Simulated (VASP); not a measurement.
# RbCl (Fm-3m) in VASP: a series of runs, part 2 of 2

VASP 6.6.1.

## 4. Single point, PBE

INCAR

```
  ALGO = Normal
  EDIFF = 1E-6
  ENCUT = 500
  GGA = PE
  GGA_COMPAT = F
  ISIF = 2
  ISMEAR = 0
  LASPH = T
  LCHARG = T
  LELF = T
  LREAL = F
  LVHAR = T
  LWAVE = F
  NBANDS = 15
  NELM = 120
  PREC = Accurate
  SIGMA = 0.01
```

KPOINTS

```
k-points
0
Gamma
  4 4 4
```

POSCAR

```
RbCl
1.0
    0.0000000000      3.3057264435      3.3057264435
    3.3057264435      0.0000000000      3.3057264435
    3.3057264435      3.3057264435      0.0000000000
Rb Cl
1 1
Direct
    0.0000000000      0.0000000000      0.0000000000
    0.5000000000      0.5000000000      0.5000000000
```

Potentials or basis: VASP PAW PBE potentials, release 64 (Rb_sv, Cl).

On the command line:

```console
cat potpaw_PBE.64/Rb_sv/POTCAR potpaw_PBE.64/Cl/POTCAR > POTCAR
mpirun -np 1 vasp_std > vasp.out
```

OUTCAR:

```text
EDIFF = 1E-6
   ENCUT = 500
   GGA = PE
   ISIF = 2
   ISMEAR = 0
   LASPH = T
   LREAL = F
   NELM = 120
   PREC = Accurate

 ion  position               nearest neighbor table
   1  0.000  0.000  0.000-   2 3.31   2 3.31   2 3.31   2 3.31   2 3.31   2 3.31
   2  0.500  0.500  0.500-   1 3.31   1 3.31   1 3.31   1 3.31   1 3.31   1 3.31

  LATTYP: Found a face centered cubic cell.
 ALAT       =     6.6114528870

  Lattice vectors:

 A1 = (   0.0000000000,   3.3057264435,   3.3057264435)
 A2 = (   3.3057264435,   0.0000000000,   3.3057264435)
 A3 = (   3.3057264435,   3.3057264435,   0.0000000000)

Analysis of symmetry for initial positions (statically):
=====================================================================
 Subroutine PRICEL returns:
 Original cell was already a primitive cell.

 Routine SETGRP: Setting up the symmetry group for a
 face centered cubic supercell.

 Subroutine GETGRP returns: Found 48 space group operations
 (whereof 48 operations were pure point group operations)
 out of a pool of 48 trial point group operations.

The static configuration has the point symmetry O_h .

Analysis of symmetry for dynamics (positions and initial velocities):
=====================================================================
 Subroutine PRICEL returns:
 Original cell was already a primitive cell.

 Routine SETGRP: Setting up the symmetry group for a
 face centered cubic supercell.

 Subroutine GETGRP returns: Found 48 space group operations
 (whereof 48 operations were pure point group operations)
 out of a pool of 48 trial point group operations.

The dynamic configuration has the point symmetry O_h .

 Subroutine INISYM returns: Found 48 space group operations
 (whereof 48 operations are pure point group operations),
 and found     1 'primitive' translations

----------------------------------------------------------------------------------------

[... 104 lines left out ...]
   LEPSILON=     F    determine dielectric tensor
   LRPA    =     F    only Hartree local field effects (RPA)
 non-spin polarized calculation
 Gauss-broadening in eV      SIGMA  =   0.01
  energy-cutoff  :      500.00
  volume of cell :       72.25
 maximum number of plane-waves:      1856
 NGX is ok and might be reduce to    36
   NGX = 17   NGY = 17   NGZ = 17

 number of electron      16.0000002 magnetization

 Free energy of the ion-electron system (eV)
  ---------------------------------------------------
  ext. energy  EPLUGINS =         0.00000000
  ---------------------------------------------------
  free energy    TOTEN  =        -6.66976205 eV

  energy without entropy =       -6.66976205  energy(sigma->0) =       -6.66976205

 E-fermi :  -1.8454     XC(G=0):  -7.2967

 val. band max:       -1.9286200774   @ k =   0.0000   0.0000   0.0000
 cond. band min:       3.0252965272   @ k =   0.0000   0.0000   0.0000
 fundamental gap:      4.9539166046
 Fermi energy:        -1.8454260291

 k-point     1 :       0.0000    0.0000    0.0000
  band No.  band energies     occupation
      1     -25.8841      2.00000
      2     -13.9146      2.00000
      3      -9.9330      2.00000
      4      -9.9330      2.00000
      5      -9.9330      2.00000
      6      -1.9286      2.00000
      7      -1.9286      2.00000
      8      -1.9286      2.00000
      9       3.0253      0.00000
     10       6.0556      0.00000
     11       6.0556      0.00000
     12       6.0556      0.00000
     13       7.0301      0.00000
     14       7.0301      0.00000
[... 113 lines left out ...]
      2     -13.8986      2.00000
      3     -10.1031      2.00000
      4     -10.1031      2.00000
      5      -9.9227      2.00000
      6      -2.3576      2.00000
      7      -2.1675      2.00000
      8      -2.1675      2.00000
      9       5.7243      0.00000
     10       5.7243      0.00000
     11       7.3566      0.00000
     12       7.3692      0.00000
     13       9.5215      0.00000
     14       9.7722      0.00000
     15      10.2870      0.00000

------------------------ aborting loop because EDIFF is reached ----------------------------------------

  FORCE on cell =-STRESS in cart. coord.  units (eV):
  Direction    XX          YY          ZZ          XY          YZ          ZX
  --------------------------------------------------------------------------------------
  -------------------------------------------------------------------------------------
  Total        0.2775499      0.2775499      0.2775499     -0.0000000     -0.0000000      0.0000000
  in kB        6.1548994      6.1548994      6.1548994     -0.0000000     -0.0000000      0.0000000
  external PRESSURE =       6.1548994 kB  Pullay stress =       0.0000000 kB

 VOLUME and BASIS-vectors are now :
 -----------------------------------------------------------------------------
  energy-cutoff  :      500.00
  volume of cell :       72.25
      direct lattice vectors                 reciprocal lattice vectors
     0.000000000  3.305726443  3.305726443    -0.151252685  0.151252685  0.151252685
     3.305726443  0.000000000  3.305726443     0.151252685 -0.151252685  0.151252685
     3.305726443  3.305726443  0.000000000     0.151252685  0.151252685 -0.151252685

 POSITION                                       TOTAL-FORCE (eV/Angst)
 -----------------------------------------------------------------------------------
      0.00000      0.00000      0.00000        -0.000000     -0.000000     -0.000000
      3.30573      3.30573      3.30573         0.000000      0.000000      0.000000
 -----------------------------------------------------------------------------------
    total drift:                                0.000000      0.000000      0.000000

  FREE ENERGIE OF THE ION-ELECTRON SYSTEM (eV)
  ---------------------------------------------------
  free  energy   TOTEN  =        -6.6697620518 eV

  energy  without entropy=       -6.6697620518  energy(sigma->0) =       -6.66976205
```

OSZICAR:

```text
N       E                     dE             d eps       ncg     rms          rms(c)
DAV:   1     0.829575597037E+02    0.82958E+02   -0.67779E+03   240   0.892E+02
DAV:   2    -0.117257737412E+01   -0.84130E+02   -0.77897E+02   319   0.170E+02
DAV:   3    -0.688500080580E+01   -0.57124E+01   -0.56885E+01   317   0.451E+01
DAV:   4    -0.703573981755E+01   -0.15074E+00   -0.15072E+00   352   0.736E+00
DAV:   5    -0.703653071536E+01   -0.79090E-03   -0.79083E-03   331   0.583E-01    0.312E+00
DAV:   6    -0.667654933445E+01    0.35998E+00   -0.51186E-01   303   0.344E+00    0.238E+00
DAV:   7    -0.665394422217E+01    0.22605E-01   -0.12494E-01   317   0.184E+00    0.143E+00
DAV:   8    -0.666801907152E+01   -0.14075E-01   -0.16631E-02   302   0.804E-01    0.173E-01
DAV:   9    -0.666910279161E+01   -0.10837E-02   -0.15203E-03   317   0.203E-01    0.103E-01
DAV:  10    -0.666974017125E+01   -0.63738E-03   -0.56195E-04   254   0.148E-01    0.156E-02
DAV:  11    -0.666975493961E+01   -0.14768E-04   -0.24896E-05   310   0.310E-02    0.961E-03
DAV:  12    -0.666976197485E+01   -0.70352E-05   -0.13167E-05   254   0.220E-02    0.306E-03
DAV:  13    -0.666976205184E+01   -0.76990E-07   -0.17898E-07   274   0.301E-03
   1 F= -.66697621E+01 E0= -.66697621E+01  d E =-.231059E-33
```

It took 10 s on 1 thread of Intel Xeon Platinum 8259CL at 2.50GHz (Skylake/Cascade Lake), shared host; peak memory 0.19 GiB.

What came out:

```yaml
Free_energy: -6.6698 eV
Pressure: 0.6 GPa
Band_gap_on_the_k_mesh: 4.95 eV, direct
```

Levels at points of the mesh, in eV from the valence-band top:
```tsv
k point	band 4	band 5	band 6	band 7	band 8	band 9	band 10	band 11	band 12	band 13
(0.00, 0.00, 0.00)	-8.00	-8.00	0.00	0.00	0.00	4.95	7.98	7.98	7.98	8.96
(0.50, 0.00, 0.00)	-8.02	-7.98	-0.84	-0.33	-0.33	7.70	7.92	10.10	10.10	11.32
(0.50, 0.50, 0.00)	-8.10	-8.10	-0.32	-0.10	-0.10	6.22	8.00	9.64	10.04	10.33
```

## 5. Single point, PBE

INCAR

```
SYSTEM = RbCl
PREC = Accurate
ENCUT = 500
EDIFF = 1E-6
ISMEAR = 0
SIGMA = 0.01
LREAL = .FALSE.
LASPH = .TRUE.
NELM = 120
ALGO = Normal
ISIF = 2
LWAVE = .FALSE.
LCHARG = .FALSE.
GGA = PE
NBANDS = 15
GGA_COMPAT = .FALSE.
```

KPOINTS

```
Automatic mesh
0
G
  6 6 6
  0 0 0
```

POSCAR is that of step 4.

On the command line:

```console
cat potpaw_PBE.64/Rb_sv/POTCAR potpaw_PBE.64/Cl/POTCAR > POTCAR
mpirun -np 1 vasp_std > vasp.out
```

Wall time 14 s (1 thread of Intel Xeon Platinum 8259CL at 2.50GHz (Skylake/Cascade Lake), shared host); peak memory 0.2 GiB.

Results (log left out):

| Property | Result |
| --- | --- |
| Free energy | -6.6699 eV |
| Pressure | 0.6 GPa |
| Band gap on the k mesh | 4.95 eV, direct |

Levels at points of the mesh, in eV from the valence-band top:
| k point | band 5 | band 6 | band 7 | band 8 | band 9 | band 10 | band 11 | band 12 |
| --- | --- | --- | --- | --- | --- | --- | --- | --- |
| (0.00, 0.00, 0.00) | -8.00 | 0.00 | 0.00 | 0.00 | 4.95 | 7.98 | 7.98 | 7.98 |
| (0.50, 0.00, 0.00) | -7.98 | -0.84 | -0.33 | -0.33 | 7.70 | 7.92 | 10.10 | 10.10 |
| (0.50, 0.50, 0.00) | -8.10 | -0.32 | -0.10 | -0.10 | 6.22 | 8.00 | 9.64 | 10.04 |

## 6. Summary

```tsv
level	potentials or basis	k mesh	gap on the mesh (eV)	pressure (GPa)
PBE	VASP PAW PBE potentials, release 64 (Rb_sv, Cl)	4 × 4 × 4	4.95	0.6
LDA	VASP PAW LDA potentials, release 64 (Rb_sv, Cl)	4 × 4 × 4	4.52	-1.8
PBE	VASP PAW PBE potentials, release 64 (Rb_sv, Cl)	6 × 6 × 6	4.95	0.6
```

Alike in all rows: task single point; no spin polarisation; cell as given; cutoff (eV) 500; smearing gaussian 0.01 eV.

Total energies depend on the potentials used, so only differences within one code and one set of settings carry meaning.
